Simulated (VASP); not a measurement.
# InRu2 (P4/mmm) in VASP: a series of runs, part 2 of 2

VASP 6.6.1. Earlier steps stand in the parts before.

## Step 4: Relaxation of cell and atoms, PBE

File INCAR:

```
PREC = Accurate
ENCUT = 600
EDIFF = 1E-7
ISMEAR = 0
SIGMA = 0.1
LREAL = False
LASPH = True
NELM = 80
ALGO = Normal
ISIF = 3
LWAVE = False
LCHARG = False
GGA = PE
IBRION = 2
NSW = 90
EDIFFG = -0.04
```

File KPOINTS:

```
Automatic mesh
0
Gamma
  6 6 4
```

File POSCAR:

```
InRu2
1.0
    2.8930400500      0.0000000000      0.0000000000
    0.0000000000      2.8930400500      0.0000000000
    0.0000000000      0.0000000000      5.5273877300
In Ru
1 2
Direct
    0.0000000000      0.0000000000      0.0000000000
    0.5000000000      0.5000000000      0.2700000100
    0.5000000000      0.5000000000      0.7299999900
```

Command:

```sh
$ cat potpaw_PBE.64/In_d/POTCAR potpaw_PBE.64/Ru_pv/POTCAR > POTCAR
$ mpirun -np 1 vasp_std > vasp.out
```

Run time: 3.7 min. Hardware: 1 thread of Intel Xeon 6975P-C (Granite Rapids), shared host; peak memory 0.2 GiB.

The run converged. Its results:

| Item | Value |
| --- | --- |
| Free energy | -18.9769 eV |
| Relaxed volume | 17.42 Å³/atom |
| Relaxed cell | a = 2.847 Å, b = 2.847 Å, c = 6.450 Å, α = 90.00°, β = 90.00°, γ = 90.00° |
| Space group after relaxing (to 0.05 Å) | P4/mmm (No. 123) |
| Energy gained by relaxing | 722.4 meV/atom |
| Ionic steps | 20 |
| Pressure after relaxing | -0.1 GPa |
| Largest force after relaxing | 0.014 eV/Å |

Forces on the atoms (eV/Å):
```
In   0.000  0.000  0.000
Ru   0.000  0.000 -0.014
Ru   0.000  0.000  0.014
```

Stress tensor (GPa, compression positive):
```
 0.00  0.00  0.00
 0.00  0.00  0.00
 0.00  0.00 -0.35
```

Step by step:
| step | energy change (eV) | largest force (eV/Å) | pressure (GPa) | volume (Å³) |
| --- | --- | --- | --- | --- |
| 1 | 0.0000 | 5.5625 | 41.05 | 46.26 |
| 2 | 0.3769 | 0.6589 | -20.97 | 78.03 |
| 3 | -1.6527 | 1.8275 | -9.67 | 57.69 |
| 4 | -1.6727 | 2.0030 | -7.44 | 56.61 |
| 5 | -1.6751 | 2.1245 | -5.89 | 55.94 |
| 6 | -1.8505 | 1.2579 | 5.09 | 53.00 |
| 7 | -1.9140 | 0.3280 | 0.32 | 53.88 |
| 8 | -1.9141 | 0.2691 | 0.50 | 53.84 |
| 9 | -1.9848 | 0.1041 | -0.23 | 53.73 |
| 10 | -2.1210 | 0.4263 | -0.73 | 53.16 |
| 11 | -1.8000 | 2.8256 | 10.61 | 51.05 |
| 12 | -2.1213 | 1.1766 | 0.78 | 52.84 |
| 13 | -2.1588 | 0.3295 | -1.41 | 52.94 |
| 14 | -2.1593 | 0.2450 | -1.63 | 52.95 |
| 15 | -2.1634 | 0.2159 | -0.70 | 52.59 |
| 16 | -2.1651 | 0.1819 | 0.53 | 52.14 |
| 17 | -2.1661 | 0.0588 | 0.19 | 52.17 |
| 18 | -2.1662 | 0.0085 | 0.05 | 52.19 |
| 19 | -2.1665 | 0.0093 | 0.00 | 52.21 |
| 20 | -2.1671 | 0.0138 | -0.11 | 52.27 |

Final structure:
```
In Ru
1.0
     2.84657    0.00000    0.00000
     0.00000    2.84657    0.00000
     0.00000    0.00000    6.45045
In Ru
1 2
Direct
  0.00000 0.00000 0.00000
  0.50000 0.50000 0.32712
  0.50000 0.50000 0.67288
```

Levels at points of the mesh, in eV from the Fermi level:
| k point | band 16 | band 17 | band 18 | band 19 | band 20 | band 21 | band 22 | band 23 | band 24 |
| --- | --- | --- | --- | --- | --- | --- | --- | --- | --- |
| (0.00, 0.00, 0.00) | -3.01 | -2.72 | -2.22 | -2.22 | -1.10 | 0.37 | 0.59 | 0.59 | 0.78 |
| (0.50, 0.00, 0.00) | -2.95 | -2.54 | -1.85 | -1.20 | -0.91 | -0.49 | 0.69 | 1.07 | 3.14 |
| (0.50, 0.50, 0.00) | -3.44 | -0.93 | -0.93 | 0.15 | 0.15 | 1.28 | 1.47 | 1.81 | 2.22 |
| (0.00, 0.00, 0.50) | -2.98 | -2.83 | -2.06 | -2.06 | 0.13 | 0.27 | 0.27 | 0.36 | 0.79 |
| (0.50, 0.00, 0.50) | -3.33 | -2.36 | -1.87 | -1.13 | -1.12 | -0.59 | 0.72 | 1.41 | 2.50 |
| (0.50, 0.50, 0.50) | -3.43 | -2.94 | -2.94 | 0.45 | 1.47 | 1.81 | 2.72 | 2.87 | 2.87 |

Caveat: the k points lie up to 0.37 Å⁻¹ apart in the final cell; spin-orbit coupling is left out, which moves the levels of the heavy elements.

## Step 5: Single point, PBE

This run uses another cell than the first one, of 17.30 Å³/atom, 1.122 times its volume.

File INCAR:

```
SYSTEM = InRu2
PREC = Accurate
ENCUT = 520
EDIFF = 1E-6
ISMEAR = 0
SIGMA = 0.1
LREAL = .FALSE.
LASPH = .TRUE.
NELM = 80
ALGO = Fast
ISIF = 2
LWAVE = .FALSE.
LCHARG = .TRUE.
GGA = PE
LELF = .TRUE.
LVHAR = .TRUE.
NBANDS = 28
```

File KPOINTS:

```
regular mesh
0
G
  16 16 8
  0 0 0
```

File POSCAR:

```
InRu2
1.0
    2.8229485169      0.0000000000      0.0000000000
    0.0000000000      2.8229485169      0.0000000000
    0.0000000000      0.0000000000      6.5141289413
In Ru
1 2
Direct
    0.0000000000      0.0000000000      0.0000000000
    0.5000000000      0.5000000000      0.3272643379
    0.5000000000      0.5000000000      0.6727356621
```

Potentials or basis: VASP PAW PBE potentials, release 64 (In_d, Ru_pv).

Command:

```sh
$ cat potpaw_PBE.64/In_d/POTCAR potpaw_PBE.64/Ru_pv/POTCAR > POTCAR
$ mpirun -np 1 vasp_std > vasp.out
```

OUTCAR:

```text
SYSTEM = InRu2
   PREC = Accurate
   ENCUT = 520
   EDIFF = 1E-6
   ISMEAR = 0
   LREAL = .FALSE.
   LASPH = .TRUE.
   NELM = 80
   ISIF = 2
   GGA = PE

 ion  position               nearest neighbor table
   1  0.000  0.000  0.000-   2 2.92   3 2.92   2 2.92   3 2.92   2 2.92   3 2.92   2 2.92   3 2.92

   2  0.500  0.500  0.327-   3 2.25   1 2.92   1 2.92   1 2.92   1 2.92
   3  0.500  0.500  0.673-   2 2.25   1 2.92   1 2.92   1 2.92   1 2.92

  LATTYP: Found a simple tetragonal cell.
 ALAT       =     2.8229485169
 C/A-ratio  =     2.3075620764

  Lattice vectors:

 A1 = (   2.8229485169,   0.0000000000,   0.0000000000)
 A2 = (   0.0000000000,   2.8229485169,   0.0000000000)
 A3 = (   0.0000000000,   0.0000000000,   6.5141289413)

Analysis of symmetry for initial positions (statically):
=====================================================================
 Subroutine PRICEL returns:
 Original cell was already a primitive cell.

 Routine SETGRP: Setting up the symmetry group for a
 simple tetragonal supercell.

 Subroutine GETGRP returns: Found 16 space group operations
 (whereof 16 operations were pure point group operations)
 out of a pool of 16 trial point group operations.

The static configuration has the point symmetry D_4h.

Analysis of symmetry for dynamics (positions and initial velocities):
=====================================================================
 Subroutine PRICEL returns:
 Original cell was already a primitive cell.

 Routine SETGRP: Setting up the symmetry group for a
 simple tetragonal supercell.

 Subroutine GETGRP returns: Found 16 space group operations
 (whereof 16 operations were pure point group operations)
 out of a pool of 16 trial point group operations.

The dynamic configuration has the point symmetry D_4h.

 Subroutine INISYM returns: Found 16 space group operations
 (whereof 16 operations are pure point group operations),
[... 110 lines left out ...]
   NUPDOWN=      -1.0000    fix difference up-down
   EMIN   =  10.00;   EMAX   =-10.00  energy-range for DOS
   EFERMI =   0.00;   METHOD = LEGACY
   ISMEAR =     0;   SIGMA  =   0.10  broadening in eV -4-tet -1-fermi 0-gaus
   EFERMI_NEDOS =   21; number of points for ismear=-14 and -15
   IALGO  =     68    algorithm
   IMIX   =      4    mixing-type and parameters
     AMIX     =   0.40;   BMIX     =  1.00
     AMIX_MAG =   1.60;   BMIX_MAG =  1.00
  volume/ion in A,a.u.               =      17.30       116.77
  Fermi-wavevector in a.u.,A,eV,Ry     =   1.513266  2.859659 31.157000  2.289975
  Thomas-Fermi vector in A             =   2.623080
   LORBIT       =      0    0 simple, 1 ext, 2 COOP (PROOUT), +10 PAW based schemes
   GGA     = PE    functional components
   LHFCALC =     F    Hartree Fock is set to
   AEXX    =    0.0000 exact exchange contribution
   IVDW    =     0    specifies the selected vdW correction
   LEPSILON=     F    determine dielectric tensor
   LRPA    =     F    only Hartree local field effects (RPA)
 non-spin polarized calculation
 RMM-DIIS sequential band-by-band and
 Gauss-broadening in eV      SIGMA  =   0.10
  energy-cutoff  :      520.00
  volume of cell :       51.91
 maximum number of plane-waves:      1424
 NGX is ok and might be reduce to    24
   NGX = 11   NGY = 11   NGZ = 25

 number of electron      40.9999993 magnetization

 Free energy of the ion-electron system (eV)
  ---------------------------------------------------
  ext. energy  EPLUGINS =         0.00000000
  ---------------------------------------------------
  free energy    TOTEN  =       -18.98123593 eV

  energy without entropy =      -18.96323135  energy(sigma->0) =      -18.97223364

 E-fermi :  10.4005     XC(G=0): -12.4717

 val. band max:       10.3991673306   @ k =   0.3750   0.1875   0.5000
 cond. band min:      10.4012498012   @ k =   0.3750   0.3750   0.5000
 fundamental gap:      0.0020824706
 Fermi energy:        10.4005279383

 k-point     1 :       0.0000    0.0000    0.0000
  band No.  band energies     occupation
      1     -33.2986      2.00000
      2     -32.0674      2.00000
      3     -32.0674      2.00000
      4     -32.0211      2.00000
      5     -31.9185      2.00000
      6     -31.9185      2.00000
[... 733 lines left out ...]
     27      15.7535      0.00000
     28      21.6611      0.00000

 [... further k-points ...]
[... 5 lines left out ...]
  --------------------------------------------------------------------------------------
  -------------------------------------------------------------------------------------
  Total        0.0068755      0.0068755      0.1953674     -0.0000000      0.0000000     -0.0000000
  in kB        0.2122028      0.2122028      6.0297657     -0.0000000      0.0000000     -0.0000000
  external PRESSURE =       2.1513904 kB  Pullay stress =       0.0000000 kB

 VOLUME and BASIS-vectors are now :
 -----------------------------------------------------------------------------
  energy-cutoff  :      520.00
  volume of cell :       51.91
      direct lattice vectors                 reciprocal lattice vectors
     2.822948517  0.000000000  0.000000000     0.354239546  0.000000000  0.000000000
     0.000000000  2.822948517  0.000000000     0.000000000  0.354239546  0.000000000
     0.000000000  0.000000000  6.514128941     0.000000000  0.000000000  0.153512466

 POSITION                                       TOTAL-FORCE (eV/Angst)
 -----------------------------------------------------------------------------------
      0.00000      0.00000      0.00000         0.000000      0.000000      0.000000
      1.41147      1.41147      2.13184         0.000000     -0.000000     -0.087576
      1.41147      1.41147      4.38229         0.000000      0.000000      0.087576
 -----------------------------------------------------------------------------------
    total drift:                                0.000000     -0.000000      0.000000

  FREE ENERGIE OF THE ION-ELECTRON SYSTEM (eV)
  ---------------------------------------------------
  free  energy   TOTEN  =       -18.9812359260 eV

  energy  without entropy=      -18.9632313534  energy(sigma->0) =      -18.97223364
```

stdout:

```text
POSCAR found type information on POSCAR InRu
 POSCAR found :  2 types and       3 ions
 scaLAPACK will be used
 LDA part: xc-table for (Slater+PW92), standard interpolation
 POSCAR, INCAR and KPOINTS ok, starting setup
 FFT: planning ... GRIDC
 FFT: planning ... GRID_SOFT
 FFT: planning ... GRID
 WAVECAR not read
 entering main loop
WARNING in EDDRMM: call to ZHEGV failed, returncode =   8  4     28
WARNING in EDDRMM: call to ZHEGV failed, returncode =   8  4     28
```

Run time: 7.3 min. Hardware: 1 thread of Intel Xeon Platinum 8488C (Sapphire Rapids), shared host; peak memory 0.39 GiB.

Results:

- Free energy: -18.9812 eV
- Pressure: 0.2 GPa
- Largest force: 0.088 eV/Å

Forces in eV/Å, atoms in the order of the input:
```
In   0.000  0.000  0.000
Ru   0.000  0.000 -0.088
Ru   0.000  0.000  0.088
```

Caveat: spin-orbit coupling is left out, which moves the levels of the heavy elements.

## Step 6: Single point, PBE

This run uses another cell than the first one, of 17.41 Å³/atom, 1.129 times its volume.

File INCAR:

```
SYSTEM = InRu2
ALGO = Normal
EDIFF = 1E-6
ENCUT = 600
GGA = PE
GGA_COMPAT = .FALSE.
ISIF = 2
ISMEAR = 0
LASPH = .TRUE.
LCHARG = .FALSE.
LREAL = .FALSE.
LWAVE = .FALSE.
NBANDS = 30
NELM = 120
PREC = Accurate
SIGMA = 0.1
```

File KPOINTS:

```
k-points
0
G
  6 6 4
  0 0 0
```

File POSCAR:

```
InRu2
1.0
    2.8541215065      0.0000000000      0.0000000000
    0.0000000000      2.8541215065      0.0000000000
    0.0000000000      0.0000000000      6.4103472636
In Ru
1 2
Direct
    0.0000000000      0.0000000000      0.0000000000
    0.5000000000      0.5000000000      0.3267045640
    0.5000000000      0.5000000000      0.6732954360
```

Potentials or basis: VASP PAW PBE potentials, release 64 (In_d, Ru_sv).

Command:

```sh
$ cat potpaw_PBE.64/In_d/POTCAR potpaw_PBE.64/Ru_sv/POTCAR > POTCAR
$ mpirun -np 1 vasp_std > vasp.out
```

Run time: 22 s. Hardware: 1 thread of Intel Xeon 6975P-C (Granite Rapids), shared host; peak memory 0.2 GiB.

The run converged. Its results:

| Quantity | Value |
| --- | --- |
| Free energy | -19.0793 eV |
| Pressure | 0.0 GPa |
| Largest force | 0.013 eV/Å |

Forces on the atoms (eV/Å):
```
In   0.000  0.000  0.000
Ru   0.000  0.000  0.013
Ru   0.000  0.000 -0.013
```

Stress tensor (GPa, compression positive):
```
-0.10  0.00  0.00
 0.00 -0.10  0.00
 0.00  0.00  0.27
```

Levels at points of the mesh, in eV from the Fermi level:
```tsv
k point	band 20	band 21	band 22	band 23	band 24	band 25	band 26	band 27
(0.00, 0.00, 0.00)	-2.27	-2.27	-1.00	0.34	0.60	0.60	0.77	8.91
(0.50, 0.00, 0.00)	-1.90	-1.22	-0.88	-0.49	0.69	1.12	3.15	4.03
(0.50, 0.50, 0.00)	-0.90	0.13	0.13	1.32	1.43	1.79	2.21	5.07
(0.00, 0.00, 0.50)	-2.11	-2.11	0.23	0.26	0.26	0.33	0.78	6.89
(0.50, 0.00, 0.50)	-1.93	-1.14	-1.13	-0.59	0.72	1.47	2.51	4.24
(0.50, 0.50, 0.50)	-2.97	0.45	1.43	1.79	2.73	2.94	2.94	4.39
```

Caveat: the k points lie up to 0.37 Å⁻¹ apart; spin-orbit coupling is left out, which moves the levels of the heavy elements.

## Step 7: Overview

```tsv
task	potentials or basis	cell	k mesh	cutoff (eV)	second run	gap on the mesh (eV)	pressure (GPa)	largest force (eV/Å)
single point	VASP PAW PBE potentials, release 64 (In_d, Ru_pv)	a = 2.893, b = 2.893, c = 5.527 Å, 3 atoms	6 × 6 × 4	520	-	none	41.0	5.56
single point	VASP PAW PBE potentials, release 64 (In_d, Ru_pv)	a = 2.854, b = 2.854, c = 6.410 Å, 3 atoms	6 × 6 × 4	520	-	none	0.3	0.13
relaxation of cell and atoms	VASP PAW PBE potentials, release 64 (In_d, Ru_pv)	relaxed from a = 2.893, b = 2.893, c = 5.527 Å, 3 atoms	6 × 6 × 4	600	-	none	-0.1	0.01
single point	VASP PAW PBE potentials, release 64 (In_d, Ru_pv)	a = 2.823, b = 2.823, c = 6.514 Å, 3 atoms	16 × 16 × 8	520	-	none	0.2	0.09
single point	VASP PAW PBE potentials, release 64 (In_d, Ru_sv)	a = 2.854, b = 2.854, c = 6.410 Å, 3 atoms	6 × 6 × 4	600	valence_matched	none	0.0	0.01
```

Alike in all rows: level PBE; no spin polarisation; smearing gaussian 0.1 eV.

Caveats: some runs use coarse meshes; spin-orbit coupling is left out, which moves the levels of the heavy elements; forces of over 1 eV/Å act on the atoms, so gaps and moduli don't describe the material at rest (some runs).

Total energies depend on the potentials used, so only differences within one code and one set of settings carry meaning.
